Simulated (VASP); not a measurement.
A run of VASP 6.6.1:

Contents of INCAR:

```
  PREC = Accurate
  ENCUT = 600
  EDIFF = 1E-7
  ISMEAR = -1
  SIGMA = 0.1
  LREAL = F
  LASPH = T
  NELM = 60
  ALGO = Normal
  ISIF = 3
  LWAVE = F
  LCHARG = F
  GGA = PE
  IBRION = 2
  NSW = 80
  EDIFFG = -0.01
```

Contents of KPOINTS:

```
Automatic mesh
0
Gamma
  14 14 8
```

Contents of POSCAR:

```
Ni
1.0
    2.4917559660      0.0000000000      0.0000000000
   -1.2458779830      2.1579239666      0.0000000000
    0.0000000000      0.0000000000      4.0690374925
Ni
2
Direct
    0.3333333333      0.6666666667      0.2500000000
    0.6666666667      0.3333333333      0.7500000000
```

Potentials or basis: VASP PAW PBE potentials, release 64 (Ni).

Launch:

```sh
$ cat potpaw_PBE.64/Ni/POTCAR > POTCAR
$ mpirun -np 1 vasp_std > vasp.out
```

Hardware: 1 thread of Intel(R) Xeon(R) 6975P-C (Granite Rapids), with other jobs on the host.

Question: How long does it take, and how much memory?

Answer: Wall time 42 s on 1 thread of Intel(R) Xeon(R) 6975P-C (Granite Rapids), with other jobs on the host, peak memory 0.17 GiB. Counts: scf iterations 35, k points 120, ion steps 4.
